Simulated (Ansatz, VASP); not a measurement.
**K in VASP and in Ansatz**

The input POSCAR:

```
K
1.0
    4.7845878339      0.0000000000      0.0000000000
    0.0000000000      4.3104394900      0.0000000000
    0.0000000000      0.0000000000      4.7845878339
K
1
Direct
    0.0000000000      0.0000000000      0.0000000000
```

File INCAR.step1:

```
ALGO = Normal
EDIFF = 1E-4
ENCUT = 520
GGA = PE
ISMEAR = 0
LASPH = T
LCHARG = F
LREAL = F
LWAVE = T
NBANDS = 10
NELM = 80
PREC = Accurate
SIGMA = 0.15
```

INCAR.step2

```
ALGO = Normal
EDIFF = 1E-6
ENCUT = 520
ISIF = 2
ISMEAR = 0
ISTART = 1
LASPH = T
LCHARG = F
LMIXTAU = T
LREAL = F
LWAVE = F
METAGGA = R2SCAN
NBANDS = 10
NELM = 80
PREC = Accurate
SIGMA = 0.15
```

KPOINTS

```
k-points
0
Gamma
  10 10 10
```

Input for Ansatz:

```yaml
crystal:
  lattice:
    - [4.7845878339, 0.0, 0.0]
    - [0.0, 4.31043949, 0.0]
    - [0.0, 0.0, 4.7845878339]
  atoms:
    - { symbol: K, position: [0.0, 0.0, 0.0] }
basis:
  ecutwfc: 500
kpoints:
  mp_grid: { grid: [10, 10, 10] }
hamiltonian:
  xc: r2scan
scf:
  occupations: { method: gaussian, width: 0.15 }
output:
  forces: true
  stress: true
  eigenvalues: true
```

Change from the starting cell: normal strain along x +0.1100, normal strain along z +0.1100.

Alike in both runs: task single point; functional r2SCAN; k mesh 10 × 10 × 10; occupations gaussian, width 0.15 eV; no spin polarisation.

|  | VASP | Ansatz |
| --- | --- | --- |
| version | VASP 6.6.1 | Ansatz 0.2.0 |
| potentials or method | VASP PAW PBE potentials, release 64 (K_sv), cutoff 520 eV | scalar-relativistic, plane waves, PAW |
| valence electrons in the cell | 9 | 9 |

```csv
,VASP,Ansatz,Ansatz less VASP
gap on the k mesh at the Fermi level (eV),none,none,-
pressure (GPa),-0.4,-0.4,+0.02
"traceless stress, the component that is largest in VASP (GPa)",0.48,0.48,-0.002
```

VASP's potentials were made for PBE, not for r2SCAN. A gap of «none» marks a metal or a gap that the smearing closes.
